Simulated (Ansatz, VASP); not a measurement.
## Two plane-wave programs on Ir

```
CELL_PARAMETERS angstrom
2.74856 0.00000 0.00000
-1.37428 2.38033 0.00000
0.00000 0.00000 4.45166
ATOMIC_POSITIONS crystal
Ir 0.33333 0.66667 0.25000
Ir 0.66667 0.33333 0.75000
```

Alike in both runs: functional PBE; k mesh 15 × 15 × 8; occupations fermi-dirac, width 0.03 eV; no spin polarisation.

Ansatz relaxed the structure, and its values are those at the end. VASP's run is a single point on that final structure, the one shown.

|  | VASP | Ansatz |
| --- | --- | --- |
| version | VASP 6.6.1 | Ansatz 0.2.0 |
| potentials or method | VASP PAW PBE potentials, release 64 (Ir) | PAW with Ansatz's default frozen-core files, scalar-relativistic |
| plane-wave cutoff (eV) | 520 | 420 |
| valence electrons in the cell | 18 | 34 |

|  | VASP | Ansatz | Ansatz less VASP |
| --- | --- | --- | --- |
| pressure (GPa) | 0.5 | 0.0 | -0.51 |

VASP's potentials hold 18 valence electrons a cell and Ansatz's 34, so a difference there can come from the potentials and not from the codes.

Neither program's run includes spin-orbit coupling.
